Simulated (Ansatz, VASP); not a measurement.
**Two plane-wave programs on Te2Mo**

```
Te Mo
1.0
     3.51820    0.00000    0.00000
    -1.75910    3.04685    0.00000
     0.00000    0.00000   14.39281
Te Mo
4 2
Direct
  0.33333 0.66667 0.62362
  0.66667 0.33333 0.12362
  0.33333 0.66667 0.87638
  0.66667 0.33333 0.37638
  0.33333 0.66667 0.25000
  0.66667 0.33333 0.75000
```

Change from the starting cell: z stretched by +3 %, ions relaxed.

Alike in both runs: functional PBE; k mesh 14 × 14 × 3; occupations fermi-dirac, width 0.02 eV; no spin polarisation.

Ansatz relaxed the structure, and its values are those at the end. VASP's run is a single point on that final structure, the one shown.

|  | VASP | Ansatz |
| --- | --- | --- |
| version | VASP 6.6.1 | Ansatz 0.2.0 |
| potentials or method | VASP PAW PBE potentials, release 64 (Te, Mo_sv) | plane-wave PAW, scalar-relativistic |
| plane-wave cutoff (eV) | 520 | 420 |
| valence electrons in the cell | 52 | 92 |

Ansatz gave:

```
gap on the k mesh at the Fermi level (eV) : 0.86
pressure (GPa)                            : 1.6
rms of the force components (eV/Å)        : 0.002
```

Problem. What did VASP give for the same quantities?

Solution. gap on the k mesh at the Fermi level (eV): 0.87; pressure (GPa): 1.6; rms of the force components (eV/Å): 0.008.

The functional is the same, so the differences come from potentials, cutoffs and numerics. VASP's potentials hold 52 valence electrons a cell and Ansatz's 92, so a difference there can come from the potentials and not from the codes. Ansatz's warnings: stress scf threshold loose.

Neither program's run includes spin-orbit coupling.
